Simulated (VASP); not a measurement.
**GaSb3: single point with PBEsol**

Crystal: GaSb3.

```xyz
4
Lattice="0.0000 3.7449 3.5502 3.7449 0.0000 3.5502 3.7449 3.7449 0.0000" Properties=species:S:1:pos:R:3 pbc="T T T"
Ga    0.0000    0.0000    0.0000
Sb    1.8724    1.8724    1.7751
Sb    5.6173    5.6173    5.3252
Sb    3.7449    3.7449    3.5502
```

```
Program                : VASP 6.6.1
Task                   : single point
Functional             : PBEsol
Potentials or basis    : VASP PAW PBE potentials, release 64 (Ga_d, Sb)
Cutoff                 : 520 eV
k mesh                 : 10 × 10 × 10
Occupations            : gaussian, width 0.15 eV
Spin                   : no spin polarisation
Dipole correction      : no
Further INCAR settings : ALGO = Normal; EDIFF = 1e-06; NBANDS = 22
```

```
Pressure               : -1.4 GPa
Band gap on the k mesh : zero (bands 14 and 15 overlap by 4.19 eV)
```

Stress tensor (GPa, compression positive):
```
-1.75  0.00  0.00
 0.00 -1.75  0.00
 0.00  0.00 -0.75
```

Levels at points of the mesh, in eV from the Fermi level:
```
           k point  band 10  band 11  band 12  band 13  band 14  band 15  band 16  band 17  band 18  band 19
(0.00, 0.00, 0.00)    -2.93    -2.56    -2.56    -2.55    -2.55    -2.45    -0.91    -0.91    -0.26     3.18
(0.50, 0.00, 0.00)    -3.79    -3.51    -2.83    -2.61    -0.27     0.06     1.91     2.40     2.79     3.27
(0.50, 0.50, 0.00)    -5.48    -5.48     0.52     0.73     1.01     1.01     1.89     1.89     2.63     4.24
(0.50, 0.00, 0.50)    -5.39    -5.29     0.74     0.83     1.25     1.57     1.68     1.99     2.49     3.71
```

It took 120 s on 1 thread of AMD EPYC 7R13 Processor (Zen 3), on a shared host, peak memory 0.35 GiB.

Caveat: the PAW data sets were made with another functional, which shifts forces and pressure a little; spin-orbit coupling is left out, which moves the levels of the heavy elements.
